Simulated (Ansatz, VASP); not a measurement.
# MgS in VASP and in Ansatz

INCAR

```
  PREC = Accurate
  ENCUT = 600
  EDIFF = 1E-6
  ISMEAR = -1
  SIGMA = 0.05
  LREAL = False
  LASPH = True
  NELM = 60
  ALGO = Normal
  ISIF = 3
  LWAVE = False
  LCHARG = False
  GGA = CA
  IBRION = 2
  NSW = 100
  EDIFFG = -0.002
```

Contents of KPOINTS:

```
Automatic mesh
0
Gamma
  12 12 12
```

File POSCAR:

```
MgS
1.0
    0.0000000000      2.6016500000      2.6016500000
    2.6016500000      0.0000000000      2.6016500000
    2.6016500000      2.6016500000      0.0000000000
Mg S
1 1
Direct
    0.0000000000      0.0000000000      0.0000000000
    0.5000000000      0.5000000000      0.5000000000
```

Input for Ansatz:

```yaml
crystal:
  lattice:
    - [0.0, 2.60165, 2.60165]
    - [2.60165, 0.0, 2.60165]
    - [2.60165, 2.60165, 0.0]
  atoms:
    - { symbol: Mg, position: [0.0, 0.0, 0.0] }
    - { symbol: S, position: [0.5, 0.5, 0.5] }
kpoints:
  mp_grid: { grid: [12, 12, 12] }
scf:
  occupations: { method: fermi_dirac, width: 0.05 }
hamiltonian:
  xc: lda
  pseudopotentials: { kind: paw }
relax:
  f_tol: 0.002
  max_steps: 80
  cell: {}
output:
  forces: true
  stress: true
  write_density: true
  write_potential: true
  elf: true
  volumetric_format: npy
```

Alike in both runs: task relaxation of cell and atoms; functional LDA; k mesh 12 × 12 × 12; occupations fermi-dirac, width 0.05 eV; no spin polarisation.

|  | VASP | Ansatz |
| --- | --- | --- |
| version | VASP 6.6.1 | Ansatz 0.2.0 |
| potentials or method | VASP PAW LDA potentials, release 64 (Mg, S) | PAW with Ansatz's default frozen-core files, scalar-relativistic |
| plane-wave cutoff (eV) | 600 | 420 |
| valence electrons in the cell | 8 | 16 |

Ansatz gave:

- gap on the k mesh at the Fermi level, each at its own relaxed structure (eV): 2.65
- relaxed volume (Å³/atom): 16.86
- relaxed cell length with the largest relative difference (Å): 3.626

Question: What did VASP give for the same quantities?

Answer: gap on the k mesh at the Fermi level, each at its own relaxed structure (eV): 2.66; relaxed volume (Å³/atom): 16.76; relaxed cell length with the largest relative difference (Å): 3.619.

LDA's correlation is that of Perdew and Zunger in VASP and of Perdew and Wang (1992) in Ansatz. VASP's potentials hold 8 valence electrons a cell and Ansatz's 16, so a difference there can come from the potentials and not from the codes.
